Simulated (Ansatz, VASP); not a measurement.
# TiCo: VASP beside Ansatz

File INCAR:

```
SYSTEM = TiCo
  PREC = Accurate
  ENCUT = 520
  EDIFF = 1E-6
  ISMEAR = 0
  SIGMA = 0.1
  LREAL = .False.
  LASPH = .True.
  NELM = 150
  ALGO = Fast
  ISIF = 2
  LWAVE = .False.
  LCHARG = .False.
  ISPIN = 2
  MAGMOM = 0 1.09
  LORBIT = 11
  LMAXMIX = 4
  GGA = PE
  NBANDS = 22
```

The input KPOINTS:

```
Automatic mesh
0
Gamma
  14 14 14
  0 0 0
```

POSCAR

```
TiCo
1.0
    2.8931896586      0.0000000000      0.0000000000
    0.0000000000      2.8931896586      0.0000000000
    0.0000000000      0.0000000000      2.8931896586
Ti Co
1 1
Direct
    0.0000000000      0.0000000000      0.0000000000
    0.5000000000      0.5000000000      0.5000000000
```

Input for Ansatz:

```yaml
crystal:
  lattice:
    - [2.8931896586, 0.0, 0.0]
    - [0.0, 2.8931896586, 0.0]
    - [0.0, 0.0, 2.8931896586]
  atoms:
    - { symbol: Ti, position: [0.0, 0.0, 0.0] }
    - { symbol: Co, position: [0.5, 0.5, 0.5], spin: 1.09 }
basis:
  ecutwfc: 420
kpoints:
  mp_grid: { grid: [14, 14, 14] }
hamiltonian:
  xc: pbe
scf:
  occupations: { method: gaussian, width: 0.1 }
output:
  forces: true
  stress: true
  eigenvalues: true
  populations: true
  write_density: true
  write_potential: true
  elf: true
  volumetric_format: npy
magnetization:
  spin_polarized: true
```

Alike in both runs: task single point; functional PBE; k mesh 14 × 14 × 14; occupations gaussian, width 0.1 eV; collinear spin.

```csv
,VASP,Ansatz
version,VASP 6.6.1,Ansatz 0.2.0
potentials or method,"VASP PAW PBE potentials, release 64 (Ti_sv, Co), cutoff 520 eV","scalar-relativistic, plane waves, PAW"
valence electrons in the cell,21,29
```

Ansatz gave:

- gap on the k mesh at the Fermi level (eV): none
- pressure (GPa): 18.4
- net moment per atom (μB): 0.34
- size of the moment on the site where the two differ most (μB): 0.70

**Question.** What did VASP give for the same quantities?

**Answer.** gap on the k mesh at the Fermi level (eV): none; pressure (GPa): 17.4; net moment per atom (μB): 0.31; size of the moment on the site where the two differ most (μB): 0.64.

Site moments also hang on the region over which each program counts them. A gap of «none» marks a metal or a gap that the smearing closes. The functional is the same, so the differences come from potentials, cutoffs and numerics. VASP's potentials hold 21 valence electrons a cell and Ansatz's 29, so a difference there can come from the potentials and not from the codes.
